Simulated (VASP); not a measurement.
Set up this calculation in VASP 6.6.1, as the native input.

- Task: single point
- Functional: PBEsol
- Potentials or basis: VASP PAW PBE potentials, release 64 (N, B)
- Cutoff: 520 eV
- k mesh: 13 × 13 × 9
- Occupations: fermi-dirac, width 0.05 eV
- Spin: no spin polarisation
- Dipole correction: no
- Further INCAR settings: ALGO = Normal; EDIFF = 1e-06; NBANDS = 11

The structure of BN lies in POSCAR:

```
BN
1.0
    2.4912079273      0.0000000000      0.0000000000
   -1.2383433262      2.1616250238      0.0000000000
   -0.6264323005     -1.0808125118      3.0022538854
N B
1 1
Direct
    0.6685060000      0.3323850000      0.9849990000
    0.9796430000      0.9834990000      0.0018060000
```

This cell differs from its parent crystal: volume scaled by 0.98.

These files were run (other wordings do the same):

INCAR

```
SYSTEM = BN
  PREC = Accurate
  ENCUT = 520
  EDIFF = 1E-6
  ISMEAR = -1
  SIGMA = 0.05
  LREAL = .False.
  LASPH = .True.
  NELM = 80
  ALGO = Normal
  ISIF = 2
  LWAVE = .False.
  LCHARG = .False.
  GGA = PS
  NBANDS = 11
```

KPOINTS

```
regular mesh
0
Gamma
  13 13 9
  0 0 0
```

Potentials or basis: VASP PAW PBE potentials, release 64 (N, B).

Launch:

```sh
$ cat potpaw_PBE.64/N/POTCAR potpaw_PBE.64/B/POTCAR > POTCAR
$ mpirun -np 1 vasp_std > vasp.out
```

It gave:

```json
{"Pressure": "7.6 GPa", "Largest force": "2.865 eV/Å", "Band gap on the k mesh": "2.69 eV, indirect (least direct gap 4.51 eV)"}
```

Caveat: the PAW data sets were made with another functional, which shifts forces and pressure a little.

Run time: 61 s on 1 thread of Intel(R) Xeon(R) Platinum 8488C (Sapphire Rapids) (shared host), peak memory 0.23 GiB.
